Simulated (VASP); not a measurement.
# C (Fmmm) in VASP: further runs, part 2 of 2

VASP 6.6.1. Earlier steps stand in the parts before.

## Step 4: Single point, PBEsol

This run uses another cell than the first one, of 8.74 Å³/atom.

File INCAR:

```
ALGO = Normal ; EDIFF = 1E-6
ENCUT = 520 ; GGA = PS
ISIF = 2 ; ISMEAR = 1
LASPH = T ; LCHARG = F
LREAL = F ; LWAVE = F
NBANDS = 11 ; NELM = 60
PREC = Accurate ; SIGMA = 0.054
```

File KPOINTS:

```
k-points
0
Gamma
  14 14 14
```

File POSCAR:

```
C
1.0
    0.0000000000      2.1270000000      3.3480000000
    1.2280000000      0.0000000000      3.3480000000
    1.2280000000      2.1270000000      0.0000000000
C
2
Direct
    0.1666666667      0.8333333333      0.1666666667
    0.8333333333      0.1666666667      0.8333333333
```

Potentials or basis: VASP PAW PBE potentials, release 64 (C).

Launch:

```console
$ cat potpaw_PBE.64/C/POTCAR > POTCAR
$ mpirun -np 1 vasp_std > vasp.out
```

OUTCAR:

```text
EDIFF = 1E-6
   ENCUT = 520
   GGA = PS
   ISIF = 2
   ISMEAR = 1
   LASPH = T
   LREAL = F
   NELM = 60
   PREC = Accurate

 ion  position               nearest neighbor table
   1  0.167  0.833  0.167-   2 1.42   2 1.42   2 1.42
   2  0.833  0.167  0.833-   1 1.42   1 1.42   1 1.42

  LATTYP: Found a face centered orthorhombic cell.
 ALAT       =     2.4560000000
 B/A-ratio  =     1.7320846906
 C/A-ratio  =     2.7263843648

  Lattice vectors:

 A1 = (   0.0000000000,   2.1270000000,   3.3480000000)
 A2 = (   1.2280000000,   0.0000000000,   3.3480000000)
 A3 = (   1.2280000000,   2.1270000000,   0.0000000000)

Analysis of symmetry for initial positions (statically):
=====================================================================
 Subroutine PRICEL returns:
 Original cell was already a primitive cell.

 Routine SETGRP: Setting up the symmetry group for a
 face centered orthorhombic supercell.

 Subroutine GETGRP returns: Found  8 space group operations
 (whereof  8 operations were pure point group operations)
 out of a pool of  8 trial point group operations.

The static configuration has the point symmetry D_2h.

Analysis of symmetry for dynamics (positions and initial velocities):
=====================================================================
 Subroutine PRICEL returns:
 Original cell was already a primitive cell.

 Routine SETGRP: Setting up the symmetry group for a
 face centered orthorhombic supercell.

 Subroutine GETGRP returns: Found  8 space group operations
 (whereof  8 operations were pure point group operations)
 out of a pool of  8 trial point group operations.

The dynamic configuration has the point symmetry D_2h.

 Subroutine INISYM returns: Found  8 space group operations
 (whereof  8 operations are pure point group operations),
 and found     1 'primitive' translations

----------------------------------------------------------------------------------------

                                     Primitive cell

  volume of cell :      17.4897

  direct lattice vectors                    reciprocal lattice vectors
     0.000000000  2.127000000  3.348000000    -0.407166124  0.235072873  0.149342891
     1.228000000  0.000000000  3.348000000     0.407166124 -0.235072873  0.149342891
     1.228000000  2.127000000  0.000000000     0.407166124  0.235072873 -0.149342891

  length of vectors
     3.966513961  3.566102635  2.456036034     0.493301943  0.493301943  0.493301943

  position of ions in fractional coordinates (direct lattice)
     0.166666667  0.833333333  0.166666667
     0.833333333  0.166666667  0.833333333

  ion indices of the primitive-cell ions
   primitive index   ion index
                 1           1
                 2           2

----------------------------------------------------------------------------------------

 KPOINTS: k-points

Automatic generation of k-mesh.
 Grid dimensions read from file:
 generate k-points for:   14   14   14

 Generating k-lattice:

  Cartesian coordinates                     Fractional coordinates (reciprocal lattice)
    -0.029083295  0.016790919  0.010667349     0.071428571  0.000000000  0.000000000
     0.029083295 -0.016790919  0.010667349     0.000000000  0.071428571  0.000000000
     0.029083295  0.016790919 -0.010667349     0.000000000  0.000000000  0.071428571

  Length of vectors
     0.035235853  0.035235853  0.035235853

  Shift w.r.t. Gamma in fractional coordinates (k-lattice)
     0.000000000  0.000000000  0.000000000

 Subroutine IBZKPT returns following result:
 ===========================================

 Found    428 irreducible k-points:

 Following reciprocal coordinates:
            Coordinates               Weight
  0.000000  0.000000  0.000000      1.000000
  0.071429  0.000000  0.000000      8.000000
  0.142857  0.000000  0.000000      8.000000
  0.214286  0.000000  0.000000      8.000000
  0.285714  0.000000  0.000000      8.000000
  0.357143  0.000000 -0.000000      8.000000
[... 16 lines left out ...]
  0.214286  0.142857  0.000000      8.000000
  0.285714  0.142857  0.000000      8.000000
 [... further k-points ...]
   k-points           NKPTS =    428   k-points in BZ     NKDIM =    428   number of bands    NBANDS=     11
   number of dos      NEDOS =    301   number of ions     NIONS =      2
   total plane-waves  NPLWV =  15120
   dimension x,y,z NGX =    30 NGY =   28 NGZ =   18
   dimension x,y,z NGXF=    60 NGYF=   56 NGZF=   36
   ions per type =               2
   NGX,Y,Z   is equivalent  to a cutoff of  12.57, 13.05, 12.18 a.u.
   NGXF,Y,Z  is equivalent  to a cutoff of  25.15, 26.11, 24.37 a.u.
 SYSTEM =  unknown system
   PREC   = accura    normal or accurate (medium, high low for compatibility)
   ISTART =      0    job   : 0-new  1-cont  2-samecut
   ICHARG =      2    charge: 1-file 2-atom 10-const
   ISPIN  =      1    spin polarized calculation?
   LNONCOLLINEAR =      F non collinear calculations
   LSORBIT =      F    spin-orbit coupling
   LASPH  =      T    aspherical Exc in radial PAW
   ENCUT  =  520.0 eV  38.22 Ry    6.18 a.u.   7.38  6.63  4.57*2*pi/ulx,y,z
   NELM   =     60;   NELMIN=  2; NELMDL= -5     # of ELM steps
   EDIFF  = 0.1E-05   stopping-criterion for ELM
   LREAL  =      F    real-space projection
[... 7 lines left out ...]
   TEBEG  =    0.0;   TEEND  =   0.0 temperature during run
   PSTRESS=    0.0 pullay stress
   NELECT =       8.0000    total number of electrons
   NUPDOWN=      -1.0000    fix difference up-down
   EMIN   =  10.00;   EMAX   =-10.00  energy-range for DOS
   EFERMI =   0.00;   METHOD = LEGACY
   ISMEAR =     1;   SIGMA  =   0.05  broadening in eV -4-tet -1-fermi 0-gaus
   EFERMI_NEDOS =   21; number of points for ismear=-14 and -15
   IALGO  =     38    algorithm
   IMIX   =      4    mixing-type and parameters
     AMIX     =   0.40;   BMIX     =  1.00
     AMIX_MAG =   1.60;   BMIX_MAG =  1.00
  volume/ion in A,a.u.               =       8.74        59.01
  Fermi-wavevector in a.u.,A,eV,Ry     =   1.261376  2.383654 21.647797  1.591068
  Thomas-Fermi vector in A             =   2.394838
   LORBIT       =      0    0 simple, 1 ext, 2 COOP (PROOUT), +10 PAW based schemes
   GGA     = PS    functional components
   LHFCALC =     F    Hartree Fock is set to
   AEXX    =    0.0000 exact exchange contribution
   IVDW    =     0    specifies the selected vdW correction
   LEPSILON=     F    determine dielectric tensor
   LRPA    =     F    only Hartree local field effects (RPA)
 non-spin polarized calculation
 Methfessel and Paxton  Order N= 1 SIGMA  =   0.05
  energy-cutoff  :      520.00
  volume of cell :       17.49
 maximum number of plane-waves:       499
 NGX is ok and might be reduce to    30
   NGX = 15   NGY = 13   NGZ =  9

 number of electron       8.0000000 magnetization

 Free energy of the ion-electron system (eV)
  ---------------------------------------------------
  ext. energy  EPLUGINS =         0.00000000
  ---------------------------------------------------
  free energy    TOTEN  =       -19.28136352 eV

  energy without entropy =      -19.28136646  energy(sigma->0) =      -19.28136450

 E-fermi :   4.8592     XC(G=0): -10.5828

 val. band max:        4.8149056259   @ k =   0.5000  -0.1429   0.3571
 cond. band min:       5.1517412735   @ k =  -0.1429   0.2143   0.2857
 fundamental gap:      0.3368356476
 Fermi energy:         4.8592056683

 k-point     1 :       0.0000    0.0000    0.0000
  band No.  band energies     occupation
      1     -15.0211      2.00000
      2      -1.9398      2.00000
      3       1.7129      2.00000
      4       1.7406      2.00000
      5       8.7069      0.00000
      6      13.0637      0.00000
      7      13.1359      0.00000
      8      16.2350      0.00000
      9      17.6688      0.00000
     10      27.1627      0.00000
     11      30.2247      0.00000
[... 309 lines left out ...]
 k-point    24 :       0.2857    0.1429    0.0000
  band No.  band energies     occupation
      1     -14.4177      2.00000
      2      -2.2587      2.00000
      3      -0.0351      2.00000
      4       0.8208      2.00000
      5      11.2959      0.00000
      6      13.1733      0.00000
      7      14.6547      0.00000
      8      15.0464      0.00000
      9      18.5176      0.00000
     10      26.5800      0.00000
     11      28.5044      0.00000

 [... further k-points ...]

------------------------ aborting loop because EDIFF is reached ----------------------------------------

  FORCE on cell =-STRESS in cart. coord.  units (eV):
  Direction    XX          YY          ZZ          XY          YZ          ZX
  --------------------------------------------------------------------------------------
  -------------------------------------------------------------------------------------
  Total        0.2487961      0.2515779      0.1925211      0.0000000      0.0000000      0.0000000
  in kB       22.7914936     23.0463330     17.6363039      0.0000000      0.0000000      0.0000000
  external PRESSURE =      21.1580435 kB  Pullay stress =       0.0000000 kB

 VOLUME and BASIS-vectors are now :
 -----------------------------------------------------------------------------
  energy-cutoff  :      520.00
  volume of cell :       17.49
      direct lattice vectors                 reciprocal lattice vectors
     0.000000000  2.127000000  3.348000000    -0.407166124  0.235072873  0.149342891
     1.228000000  0.000000000  3.348000000     0.407166124 -0.235072873  0.149342891
     1.228000000  2.127000000  0.000000000     0.407166124  0.235072873 -0.149342891

 POSITION                                       TOTAL-FORCE (eV/Angst)
 -----------------------------------------------------------------------------------
      1.22800      0.70900      3.34800         0.000000      0.034138      0.000000
      1.22800      3.54500      3.34800         0.000000     -0.034138      0.000000
 -----------------------------------------------------------------------------------
    total drift:                               -0.000000     -0.000000     -0.000000

  FREE ENERGIE OF THE ION-ELECTRON SYSTEM (eV)
  ---------------------------------------------------
  free  energy   TOTEN  =       -19.2813635169 eV

  energy  without entropy=      -19.2813664627  energy(sigma->0) =      -19.28136450
```

It took 1.9 min on 1 thread of Intel Xeon 8259CL, shared host; peak memory 0.19 GiB.

What came out:

* Free energy: -19.2814 eV
* Pressure: 2.1 GPa
* Largest force: 0.034 eV/Å

Forces in eV/Å, atoms in the order of the input:
```
C    0.000  0.034  0.000
C    0.000 -0.034  0.000
```

Caveat: this functional lacks dispersion, which binds the layers, so the pressure and a relaxed spacing across them are unreliable; the PAW data sets were made with another functional, which shifts forces and pressure a little.

## Step 5: Summary

```tsv
cell	smearing	pressure (GPa)	largest force (eV/Å)
a = 3.886, b = 3.493, c = 2.406 Å, angles 80.1, 62.3, 37.6°, 2 atoms	methfessel-paxton 0.0511 eV	22.0	0.04
a = 3.913, b = 3.518, c = 2.423 Å, angles 80.1, 62.3, 37.6°, 2 atoms	methfessel-paxton 0.0522 eV	14.7	0.04
a = 3.967, b = 3.566, c = 2.456 Å, angles 80.1, 62.3, 37.6°, 2 atoms	methfessel-paxton 0.054 eV	2.1	0.03
```

Alike in all rows: task single point; level PBEsol; potentials or basis VASP PAW PBE potentials, release 64 (C); no spin polarisation; k mesh 14 × 14 × 14; cutoff (eV) 520.

Caveats: this functional lacks dispersion, which binds the layers, so the pressure and a relaxed spacing across them are unreliable; the PAW data sets were made with another functional, which shifts forces and pressure a little; the cell stands under pressure (at least some runs).

Absolute energies hang on the potentials; compare differences alone.
